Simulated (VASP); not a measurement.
## NaH: single point with PBEsol

The system is NaH.

```
Na H
1.0
     2.93239    0.00000    0.00000
     0.00000    2.93239    0.00000
     0.00000    0.00000    2.93239
Na H
1 1
Direct
  0.00000 0.00000 0.00000
  0.50000 0.50000 0.50000
```

```yaml
Program: VASP 6.6.1
Task: single point
Functional: PBEsol
Potentials_or_basis: VASP PAW PBE potentials, release 64 (Na_pv, H)
Cutoff: 520 eV
k_mesh: 8 × 8 × 8
Occupations: gaussian, width 0.01 eV
Spin: no spin polarisation
Dipole_correction: no
Further_INCAR_settings: ALGO = Normal; EDIFF = 1e-06; NBANDS = 11
```

```json
{
  "Pressure": "0.1 GPa",
  "Band gap on the k mesh": "0.80 eV, indirect (least direct gap 4.38 eV)"
}
```

Levels at points of the mesh, in eV from the valence-band top:
| k point | band 1 | band 2 | band 3 | band 4 | band 5 | band 6 | band 7 | band 8 |
| --- | --- | --- | --- | --- | --- | --- | --- | --- |
| (0.00, 0.00, 0.00) | -24.50 | -24.50 | -24.50 | -6.19 | 8.83 | 10.79 | 10.79 | 12.45 |
| (0.50, 0.00, 0.00) | -24.70 | -24.48 | -24.48 | -3.58 | 0.80 | 10.97 | 14.10 | 14.49 |
| (0.50, 0.50, 0.00) | -24.66 | -24.66 | -24.47 | -1.83 | 4.06 | 4.06 | 6.72 | 14.74 |
| (0.50, 0.50, 0.50) | -24.64 | -24.64 | -24.64 | 0.00 | 6.69 | 6.69 | 6.69 | 9.01 |

Wall time 5.1 s on 1 thread of Intel(R) Xeon(R) Platinum 8259CL CPU @ 2.50GHz (Skylake/Cascade Lake), with other jobs on the host, peak memory 0.13 GiB.

Caveat: the PAW data sets were made with another functional, which shifts forces and pressure a little. A k mesh can miss the band edges.
